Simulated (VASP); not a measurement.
# InAs (F-43m) in VASP: vibrations by perturbation theory with PBE

Aim: the vibrations by perturbation theory of InAs with PBE.

Program: VASP 6.6.1. These are calculated values, not measurements. Logs are shortened: lines on timing, memory, paths and dates and some standing lists are left out, and cuts for length are marked.

## 1. The cell of the first run

The structure is cubic, space group F-43m (No. 216). The conventional cell has a = 6.188 Å, b = 6.188 Å, c = 6.188 Å, α = 90.00°, β = 90.00°, γ = 90.00°. Within 3.5 Å of In (site symmetry -43m) lie 4 As at 2.68 Å. Within 3.5 Å of As (site symmetry -43m) lie 4 In at 2.68 Å.

## 2. Vibrations by perturbation theory, PBE

INCAR reads:

```
SYSTEM = InAs
  PREC = Accurate
  ENCUT = 520
  EDIFF = 1E-8
  ISMEAR = -1
  SIGMA = 0.15
  LREAL = .FALSE.
  LASPH = .TRUE.
  NELM = 80
  ALGO = Normal
  ISIF = 2
  LWAVE = .FALSE.
  LCHARG = .FALSE.
  GGA = PE
  NBANDS = 16
  IBRION = 8
  NSW = 1
```

KPOINTS reads:

```
regular mesh
0
G
  12 12 12
  0 0 0
```

POSCAR reads:

```
InAs
1.0
    0.0000000000      3.0938631596      3.0938631596
    3.0938631596      0.0000000000      3.0938631596
    3.0938631596      3.0938631596      0.0000000000
In As
1 1
Direct
    0.0000000000      0.0000000000      0.0000000000
    0.2500000000      0.2500000000      0.2500000000
```

Potentials or basis: VASP PAW PBE potentials, release 64 (In_d, As).

Run with:

```bash
$ cat potpaw_PBE.64/In_d/POTCAR potpaw_PBE.64/As/POTCAR > POTCAR
$ mpirun -np 1 vasp_std > vasp.out
```

OUTCAR:

```text
SYSTEM = InAs
   PREC = Accurate
   ENCUT = 520
   EDIFF = 1E-8
   ISMEAR = -1
   LREAL = .FALSE.
   LASPH = .TRUE.
   NELM = 80
   ISIF = 2
   GGA = PE
   IBRION = 8
   NSW = 1

 ion  position               nearest neighbor table
   1  0.000  0.000  0.000-   2 2.68   2 2.68   2 2.68   2 2.68
   2  0.250  0.250  0.250-   1 2.68   1 2.68   1 2.68   1 2.68

  LATTYP: Found a face centered cubic cell.
 ALAT       =     6.1877263192

  Lattice vectors:

 A1 = (   0.0000000000,   3.0938631596,   3.0938631596)
 A2 = (   3.0938631596,   0.0000000000,   3.0938631596)
 A3 = (   3.0938631596,   3.0938631596,   0.0000000000)

Analysis of symmetry for initial positions (statically):
=====================================================================
 Subroutine PRICEL returns:
 Original cell was already a primitive cell.

 Routine SETGRP: Setting up the symmetry group for a
 face centered cubic supercell.

 Subroutine GETGRP returns: Found 24 space group operations
 (whereof 24 operations were pure point group operations)
 out of a pool of 48 trial point group operations.

The static configuration has the point symmetry T_d .

Analysis of symmetry for dynamics (positions and initial velocities):
=====================================================================
 Subroutine PRICEL returns:
 Original cell was already a primitive cell.

 Routine SETGRP: Setting up the symmetry group for a
 face centered cubic supercell.

 Subroutine GETGRP returns: Found 24 space group operations
 (whereof 24 operations were pure point group operations)
 out of a pool of 48 trial point group operations.

The dynamic configuration has the point symmetry T_d .

 Subroutine INISYM returns: Found 24 space group operations
 (whereof 24 operations are pure point group operations),
 and found     1 'primitive' translations

----------------------------------------------------------------------------------------

                                     Primitive cell

  volume of cell :      59.2288

  direct lattice vectors                    reciprocal lattice vectors
     0.000000000  3.093863160  3.093863160    -0.161610250  0.161610250  0.161610250
     3.093863160  0.000000000  3.093863160     0.161610250 -0.161610250  0.161610250
     3.093863160  3.093863160  0.000000000     0.161610250  0.161610250 -0.161610250

  length of vectors
     4.375383240  4.375383240  4.375383240     0.279917165  0.279917165  0.279917165

  position of ions in fractional coordinates (direct lattice)
     0.000000000  0.000000000  0.000000000
     0.250000000  0.250000000  0.250000000

  ion indices of the primitive-cell ions
   primitive index   ion index
                 1           1
                 2           2

----------------------------------------------------------------------------------------

 KPOINTS: regular mesh

Automatic generation of k-mesh.
 Grid dimensions read from file:
 generate k-points for:   12   12   12

 Generating k-lattice:

  Cartesian coordinates                     Fractional coordinates (reciprocal lattice)
    -0.013467521  0.013467521  0.013467521     0.083333333  0.000000000  0.000000000
     0.013467521 -0.013467521  0.013467521     0.000000000  0.083333333  0.000000000
     0.013467521  0.013467521 -0.013467521     0.000000000  0.000000000  0.083333333

  Length of vectors
     0.023326430  0.023326430  0.023326430

  Shift w.r.t. Gamma in fractional coordinates (k-lattice)
[... 75 lines left out ...]
  Thomas-Fermi vector in A             =   2.237078
   LORBIT       =      0    0 simple, 1 ext, 2 COOP (PROOUT), +10 PAW based schemes
   GGA     = PE    functional components
   LHFCALC =     F    Hartree Fock is set to
   AEXX    =    0.0000 exact exchange contribution
   IVDW    =     0    specifies the selected vdW correction
   LEPSILON=     F    determine dielectric tensor
   LRPA    =     F    only Hartree local field effects (RPA)
 non-spin polarized calculation
  energy-cutoff  :      520.00
  volume of cell :       59.23
 maximum number of plane-waves:      1639
 NGX is ok and might be reduce to    36
   NGX = 17   NGY = 17   NGZ = 17

--------------------------------------- Ionic step        1  -------------------------------------------

 number of electron      17.9999997 magnetization

 Free energy of the ion-electron system (eV)
  ---------------------------------------------------
  ext. energy  EPLUGINS =         0.00000000
  ---------------------------------------------------
  free energy    TOTEN  =        -7.72105271 eV

  energy without entropy =       -7.71654830  energy(sigma->0) =       -7.71880051

 E-fermi :   4.1909     XC(G=0):  -8.7939

 val. band max:        3.8346816607   @ k =   0.0000   0.0000   0.0000
 cond. band min:       4.4581429243   @ k =   0.0833   0.0000   0.0000
 fundamental gap:      0.6234612635
 Fermi energy:         4.1909394273

 k-point     1 :       0.0000    0.0000    0.0000
  band No.  band energies     occupation
      1     -10.4303      2.00000
      2     -10.4303      2.00000
      3     -10.4303      2.00000
      4     -10.3307      2.00000
      5     -10.3307      2.00000
      6      -7.6034      2.00000
[... 433 lines left out ...]
      3     -10.3961      2.00000
      4     -10.3297      2.00000
      5     -10.3256      2.00000
      6      -6.2075      2.00000
[... 8 lines left out ...]
     15      13.3305      0.00000
     16      13.7510      0.00000

 [... further k-points ...]

------------------------ aborting loop because EDIFF is reached ----------------------------------------

  FORCE on cell =-STRESS in cart. coord.  units (eV):
  Direction    XX          YY          ZZ          XY          YZ          ZX
  --------------------------------------------------------------------------------------
  -------------------------------------------------------------------------------------
  Total        0.0131573      0.0131573      0.0131573     -0.0000000     -0.0000000      0.0000000
  in kB        0.3559128      0.3559128      0.3559128     -0.0000000     -0.0000000      0.0000000
  external PRESSURE =       0.3559128 kB  Pullay stress =       0.0000000 kB

 VOLUME and BASIS-vectors are now :
 -----------------------------------------------------------------------------
  energy-cutoff  :      520.00
  volume of cell :       59.23
      direct lattice vectors                 reciprocal lattice vectors
     0.000000000  3.093863160  3.093863160    -0.161610250  0.161610250  0.161610250
     3.093863160  0.000000000  3.093863160     0.161610250 -0.161610250  0.161610250
     3.093863160  3.093863160  0.000000000     0.161610250  0.161610250 -0.161610250

 POSITION                                       TOTAL-FORCE (eV/Angst)
 -----------------------------------------------------------------------------------
      0.00000      0.00000      0.00000         0.000000      0.000000     -0.000000
      1.54693      1.54693      1.54693        -0.000000     -0.000000      0.000000
 -----------------------------------------------------------------------------------
    total drift:                               -0.000000     -0.000000     -0.000000

  FREE ENERGIE OF THE ION-ELECTRON SYSTEM (eV)
  ---------------------------------------------------
  free  energy   TOTEN  =        -7.7210527099 eV

  energy  without entropy=       -7.7165483046  energy(sigma->0) =       -7.71880051

[... ionic steps 2 to 3 ...]

--------------------------------------- Ionic step        4  -------------------------------------------

------------------------ aborting loop because EDIFF is reached ----------------------------------------

[... ionic steps 5 to 6 ...]

--------------------------------------- Ionic step        7  -------------------------------------------

 Free energy of the ion-electron system (eV)
  ---------------------------------------------------
  ---------------------------------------------------
  free energy    TOTEN  =        -0.04539726 eV

  energy without entropy =       -0.04539726

------------------------ aborting loop because EDIFF is reached ----------------------------------------

 INTERNAL STRAIN TENSOR  FOR ION    2  DIRECTION 1   (eV/Angst):
 -----------------------------------------------------------------------------
     0.00444  0.00000  0.00000
     0.00000 -0.00083 -6.22994
     0.00000 -6.22994 -0.00083

 INTERNAL STRAIN TENSOR FOR ION    2 for displacements in x,y,z  (eV/Angst):
          X           Y           Z          XY          YZ          ZX
  --------------------------------------------------------------------------------
  x     0.00000    -0.00000    -0.00000     0.00000    -6.22994     0.00000
  y    -0.00000     0.00000    -0.00000     0.00000     0.00000    -6.22994
  z    -0.00000    -0.00000     0.00000    -6.22994     0.00000     0.00000

 SECOND DERIVATIVES (NOT SYMMETRIZED)
 ------------------------------------
               1X          1Y          1Z          2X          2Y          2Z
  1X    -6.615529    0.000000    0.000000    6.615529    0.000000    0.000000
  1Y     0.000000   -6.615529    0.000000    0.000000    6.615529    0.000000
  1Z     0.000000    0.000000   -6.615529    0.000000    0.000000    6.615529
  2X     6.625803    0.000000    0.000000   -6.625803    0.000000    0.000000
  2Y     0.000000    6.625803    0.000000    0.000000   -6.625803    0.000000
  2Z     0.000000    0.000000    6.625803    0.000000    0.000000   -6.625803

 Eigenvectors and eigenvalues of the dynamical matrix
 ----------------------------------------------------

   1 f  =    5.974552 THz    37.539215 2PiTHz  199.289590 cm-1    24.708749 meV
             X         Y         Z           dx          dy          dz
      0.000000  0.000000  0.000000     0.000000    0.628086    0.000000
      1.546932  1.546932  1.546932     0.000000   -0.778144    0.000000
[... 21 lines left out ...]
   6 f/i=    0.002266 THz     0.014236 2PiTHz    0.075576 cm-1     0.009370 meV
             X         Y         Z           dx          dy          dz
      0.000000  0.000000  0.000000     0.000000    0.000000    0.778144
      1.546932  1.546932  1.546932     0.000000    0.000000    0.628086

--------------------------------------------------------------------------------------------------------

 ELASTIC MODULI CONTR FROM IONIC RELAXATION (kBar)
 Direction    XX          YY          ZZ          XY          YZ          ZX
 --------------------------------------------------------------------------------
 XX          -0.0000     -0.0000     -0.0000     -0.0000     -0.0000     -0.0000
 YY          -0.0000     -0.0000     -0.0000     -0.0000     -0.0000      0.0000
 ZZ          -0.0000     -0.0000     -0.0000      0.0000     -0.0000     -0.0000
 XY          -0.0000     -0.0000      0.0000   -156.1444      0.0000      0.0000
 YZ          -0.0000     -0.0000     -0.0000      0.0000   -156.1444     -0.0000
 ZX          -0.0000      0.0000     -0.0000      0.0000     -0.0000   -156.1444
 --------------------------------------------------------------------------------
```

Wall time 44 min (1 thread of Intel Xeon 8259CL, shared host); peak memory 0.69 GiB.

What came out:

| Item | Value |
| --- | --- |
| Highest phonon frequency at Γ, LO-TO splitting left out | 199 cm⁻¹ |

Phonon frequencies in cm⁻¹ (negative: imaginary):
```
              q point        frequencies
(0.000, 0.000, 0.000)  0 0 0 199 199 199
```

Caveat: spin-orbit coupling is left out, which moves the levels of the heavy elements.
